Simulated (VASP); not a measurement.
Here is a VASP 6.6.1 calculation.

The input INCAR:

```
AGGAC = 1.0 ; AGGAX = 1.0
ALDAC = 0.0 ; ALDAX = 1.0
ALGO = Normal ; EDIFF = 1E-7
ENCUT = 520 ; GGA = B5
ISIF = 2 ; ISMEAR = -1
LASPH = T ; LCHARG = T
LELF = T ; LREAL = F
LVHAR = T ; LWAVE = F
NBANDS = 21 ; NELM = 80
PREC = Accurate ; SIGMA = 0.1
```

Contents of KPOINTS:

```
k-points
0
Gamma
  9 9 9
```

The input POSCAR:

```
Pb
1.0
    0.0000000000      3.7131371785      3.7131371785
    3.7131371785      0.0000000000      3.7131371785
    3.7131371785      3.7131371785      0.0000000000
Pb
2
Direct
    0.1250000000      0.1250000000      0.1250000000
    0.8750000000      0.8750000000      0.8750000000
```

Potentials or basis: VASP PAW PBE potentials, release 64 (Pb_d).

Launch:

```bash
$ cat potpaw_PBE.64/Pb_d/POTCAR > POTCAR
$ mpirun -np 1 vasp_std > vasp.out
```

(1) Estimate the band gap on the k mesh.

(2) Estimate the pressure.

## Answers

(1) zero (bands 14 and 15 overlap by 0.82 eV).

(2) -1.3 GPa.

Caveat: the PAW data sets were made with another functional, which shifts forces and pressure a little; spin-orbit coupling is left out, which moves the levels of the heavy elements.
